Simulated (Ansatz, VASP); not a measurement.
**One calculation of Si2Mo, two programs**

The input INCAR:

```
SYSTEM = Si2Mo
ALGO     = Normal         ! electronic algorithm
EDIFF    = 1E-6           ! SCF threshold, eV
EDIFFG   = -0.04          ! ionic threshold
ENCUT    = 600            ! plane-wave cutoff, eV
GGA      = PE             ! functional
IBRION   = 2              ! ionic algorithm
ISIF     = 3              ! what is computed and relaxed
ISMEAR   = 0              ! smearing method
LASPH    = .True.         ! aspherical terms in the spheres
LCHARG   = .False.        ! write CHGCAR
LREAL    = .False.        ! projectors in reciprocal space
LWAVE    = .False.        ! write WAVECAR
NELM     = 80             ! most SCF steps
NSW      = 90             ! ionic steps
PREC     = Accurate       ! precision mode
SIGMA    = 0.1            ! smearing width, eV
```

File KPOINTS:

```
k-points
0
Gamma
  4 4 4
  0 0 0
```

The input POSCAR:

```
Si2Mo
1.0
    0.0000000000      3.5935038102      3.5935038102
    3.5935038102      0.0000000000      3.5935038102
    3.5935038102      3.5935038102      0.0000000000
Si Mo
4 2
Direct
    0.6250000000      0.6250000000      0.6250000000
    0.1250000000      0.6250000000      0.6250000000
    0.6250000000      0.6250000000      0.1250000000
    0.6250000000      0.1250000000      0.6250000000
    0.5000000000      0.5000000000      0.5000000000
    0.7500000000      0.7500000000      0.7500000000
```

Input for Ansatz:

```yaml
crystal:
  lattice:
    - [0.0, 3.5935038102, 3.5935038102]
    - [3.5935038102, 0.0, 3.5935038102]
    - [3.5935038102, 3.5935038102, 0.0]
  atoms:
    - { symbol: Si, position: [0.625, 0.625, 0.625] }
    - { symbol: Si, position: [0.125, 0.625, 0.625] }
    - { symbol: Si, position: [0.625, 0.625, 0.125] }
    - { symbol: Si, position: [0.625, 0.125, 0.625] }
    - { symbol: Mo, position: [0.5, 0.5, 0.5] }
    - { symbol: Mo, position: [0.75, 0.75, 0.75] }
basis:
  ecutwfc: 420
kpoints:
  mp_grid: { grid: [4, 4, 4] }
hamiltonian:
  xc: pbe
scf:
  occupations: { method: gaussian, width: 0.1 }
  lower_state_search: "off"
output:
  forces: true
  stress: true
  eigenvalues: true
relax:
  adjacent_minimum: "off"
  f_tol: 0.04
  max_steps: 70
  cell: { stress_tol: 0.4 }
```

Alike in both runs: task relaxation of cell and atoms; functional PBE; k mesh 4 × 4 × 4; occupations gaussian, width 0.1 eV; no spin polarisation.

|  | VASP | Ansatz |
| --- | --- | --- |
| version | VASP 6.6.1 | Ansatz 0.2.0 |
| potentials or method | VASP PAW PBE potentials, release 64 (Si, Mo_sv), cutoff 600 eV | scalar-relativistic, plane waves, PAW |
| valence electrons in the cell | 44 | 44 |

|  | VASP | Ansatz | Ansatz less VASP |
| --- | --- | --- | --- |
| gap on the k mesh at the Fermi level, each at its own relaxed structure (eV) | none | none | - |
| relaxed volume (Å³/atom) | 52.65 | 52.33 | -0.324 |
| relaxed length of the cell vector where the two differ most in proportion (Å) | 7.645 | 7.629 | -0.0157 |

A gap of «none» marks a metal or a gap that the smearing closes.

The k mesh is coarse, so the values compare programs but aren't converged. Noted on VASP's run: the volume moved by over 15 % at a fixed basis, so the end points are rough.
